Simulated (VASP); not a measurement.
Write the native input for VASP 6.6.1 that does the following.

* Task: single point
* Functional: PBEsol
* Potentials or basis: VASP PAW PBE potentials, release 64 (Rb_sv)
* Cutoff: 520 eV
* k mesh: 7 × 7 × 1
* Occupations: fermi-dirac, width 0.05 eV
* Spin: no spin polarisation
* Dipole correction: yes
* Further INCAR settings: ALGO = Normal; EDIFF = 1e-06; NBANDS = 36

The structure of Rb lies in POSCAR:

```
Rb
1.0
    4.8367465437      0.0000000000      0.0000000000
   -1.6122488479      4.5601283732      0.0000000000
    0.0000000000      0.0000000000     28.4757000000
Rb
6
Direct
    0.2500000000      0.2500000000      0.1580301518
    0.7500000000      0.7500000000      0.2939580775
    0.2500000000      0.2500000000      0.4317366048
    0.7500000000      0.7500000000      0.5682618705
    0.2500000000      0.2500000000      0.7060413754
    0.7500000000      0.7500000000      0.8419698482
```

These files were run (other wordings do the same):

INCAR

```
  ALGO = Normal
  DIPOL = 0.5 0.5 0.500
  EDIFF = 1E-6
  ENCUT = 520
  GGA = PS
  IDIPOL = 3
  ISIF = 2
  ISMEAR = -1
  LASPH = True
  LCHARG = False
  LDIPOL = True
  LREAL = False
  LWAVE = False
  NBANDS = 36
  NELM = 60
  PREC = Accurate
  SIGMA = 0.05
```

KPOINTS

```
k-points
0
Gamma
  7 7 1
```

Potentials or basis: VASP PAW PBE potentials, release 64 (Rb_sv).

Run with:

```sh
$ cat potpaw_PBE.64/Rb_sv/POTCAR > POTCAR
$ mpirun -np 1 vasp_std > vasp.out
```

Results of the run:

- Largest force: 0.010 eV/Å
- Band gap on the k mesh: zero (bands 27 and 28 overlap by 1.90 eV)

Caveat: the PAW data sets were made with another functional, which shifts forces and pressure a little.

It took 7.5 min on 1 thread of Intel(R) Xeon(R) Platinum 8259CL CPU @ 2.50GHz (Skylake/Cascade Lake) (shared host), peak memory 0.69 GiB.
